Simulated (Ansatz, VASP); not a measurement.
## Ir: VASP beside Ansatz

```
CELL_PARAMETERS angstrom
0.00000 1.94600 1.86816
1.94600 0.00000 1.86816
1.94600 1.94600 0.00000
ATOMIC_POSITIONS crystal
Ir 0.00000 0.00000 0.00000
```

Alike in both runs: task single point; functional LDA; k mesh 8 × 8 × 8; occupations gaussian, width 0.15 eV; no spin polarisation.

|  | VASP | Ansatz |
| --- | --- | --- |
| version | VASP 6.6.1 | Ansatz 0.2.0 |
| potentials or method | VASP PAW LDA potentials, release 64 (Ir_sv_GW), cutoff 500 eV | scalar-relativistic, plane waves, PAW |
| valence electrons in the cell | 17 | 17 |

|  | VASP | Ansatz | Ansatz less VASP |
| --- | --- | --- | --- |
| gap on the k mesh at the Fermi level (eV) | none | none | - |
| pressure (GPa) | -8.4 | -6.6 | +1.78 |
| traceless stress, the component that is largest in VASP (GPa) | 9.70 | 9.73 | +0.037 |

LDA's correlation is that of Perdew and Zunger in VASP and of Perdew and Wang (1992) in Ansatz. A gap of «none» marks a metal or a gap that the smearing closes.

Spin-orbit coupling is off throughout.
